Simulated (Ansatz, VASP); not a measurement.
**Two plane-wave programs on BaZrO3**

```
CELL_PARAMETERS angstrom
4.07696 0.00000 0.00000
0.00000 4.07696 0.00000
0.00000 0.00000 4.18150
ATOMIC_POSITIONS crystal
Ba 0.50000 0.50000 0.50000
Zr 0.00000 0.00000 0.00000
O 0.50000 0.00000 0.00000
O 0.00000 0.50000 0.00000
O 0.00000 0.00000 0.50000
```

Change from the starting cell: strain -0.0250 x Voigt [1, 1, 0, 0, 0, 0], atoms carried along.

Alike in both runs: task single point; functional PBE; k mesh 6 × 6 × 6; occupations gaussian, width 0.05 eV; no spin polarisation.

|  | VASP | Ansatz |
| --- | --- | --- |
| version | VASP 6.6.1 | Ansatz 0.2.0 |
| potentials or method | VASP PAW PBE potentials, release 64 (Ba_sv, Zr_sv, O), cutoff 520 eV | scalar-relativistic, plane waves, PAW |
| valence electrons in the cell | 40 | 40 |

VASP gave:

| Property | Result |
| --- | --- |
| gap on the k mesh at the Fermi level (eV) | 3.24 |
| least direct gap on the mesh (eV) | 3.39 |
| pressure (GPa) | 16.5 |
| traceless stress, the component that is largest in VASP (GPa) | -5.03 |

Q: What did Ansatz give for the same quantities?

A: gap on the k mesh at the Fermi level (eV): 3.30; least direct gap on the mesh (eV): 3.42; pressure (GPa): 15.2; traceless stress, the component that is largest in VASP (GPa): -4.93.

Spin-orbit coupling is off throughout.
